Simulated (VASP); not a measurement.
**As: single point with PBEsol+D3(BJ)**

Crystal: As.

```
CELL_PARAMETERS angstrom
2.65427 0.00000 0.00000
0.00000 2.65427 0.00000
0.00000 0.00000 2.65427
ATOMIC_POSITIONS crystal
As 0.50000 0.50000 0.50000
```

```
Program                : VASP 6.6.1
Task                   : single point
Functional             : PBEsol
Dispersion             : D3(BJ)
Potentials or basis    : VASP PAW PBE potentials, release 64 (As)
Cutoff                 : 520 eV
k mesh                 : 10 × 10 × 10
Occupations            : fermi-dirac, width 0.05 eV
Spin                   : no spin polarisation
Dipole correction      : no
Further INCAR settings : ALGO = Normal; EDIFF = 1e-07; NBANDS = 8
```

```yaml
Pressure: 0.4 GPa
Dispersion_energy_per_atom: -0.423 eV
```

Levels at points of the mesh, in eV from the Fermi level:
| k point | band 1 | band 2 | band 3 | band 4 | band 5 | band 6 |
| --- | --- | --- | --- | --- | --- | --- |
| (0.00, 0.00, 0.00) | -15.47 | 4.40 | 4.40 | 4.40 | 8.60 | 8.60 |
| (0.50, 0.00, 0.00) | -12.06 | -7.39 | 6.92 | 6.92 | 11.44 | 14.37 |
| (0.50, 0.50, 0.00) | -8.48 | -4.51 | -4.51 | 2.20 | 9.30 | 17.20 |
| (0.50, 0.50, 0.50) | -4.46 | -1.88 | -1.88 | -1.88 | 5.83 | 5.83 |

Run time: 4.8 s on 1 thread of Intel(R) Xeon(R) Platinum 8488C (Sapphire Rapids), on a shared host, peak memory 0.13 GiB.

Caveat: the PAW data sets were made with another functional, which shifts forces and pressure a little; pairwise dispersion overbinds metals, which lowers pressure and volume.
